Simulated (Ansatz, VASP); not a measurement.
# Pt in VASP and in Ansatz

```
Pt
1.0
     0.00000    1.79395    2.33213
     1.79395    0.00000    2.33213
     1.79395    1.79395    0.00000
Pt
1
Direct
  0.00000 0.00000 0.00000
```

Alike in both runs: task single point; functional PBE; k mesh 24 × 24 × 24; occupations gaussian, width 0.15 eV; no spin polarisation.

|  | VASP | Ansatz |
| --- | --- | --- |
| version | VASP 6.6.1 | Ansatz 0.2.0 |
| potentials or method | VASP PAW PBE potentials, release 64 (Pt), cutoff 520 eV | scalar-relativistic, plane waves, PAW |
| valence electrons in the cell | 10 | 18 |

VASP gave:

* gap on the k mesh at the Fermi level (eV): none
* pressure (GPa): 23.4
* traceless stress, the component that is largest in VASP (GPa): -31.63

**Question.** Which values does Ansatz return?

**Answer.** gap on the k mesh at the Fermi level (eV): none; pressure (GPa): 24.0; traceless stress, the component that is largest in VASP (GPa): -31.86.

A gap of «none» marks a metal or a gap that the smearing closes. VASP's potentials hold 10 valence electrons a cell and Ansatz's 18, so a difference there can come from the potentials and not from the codes.

Neither program's run includes spin-orbit coupling.
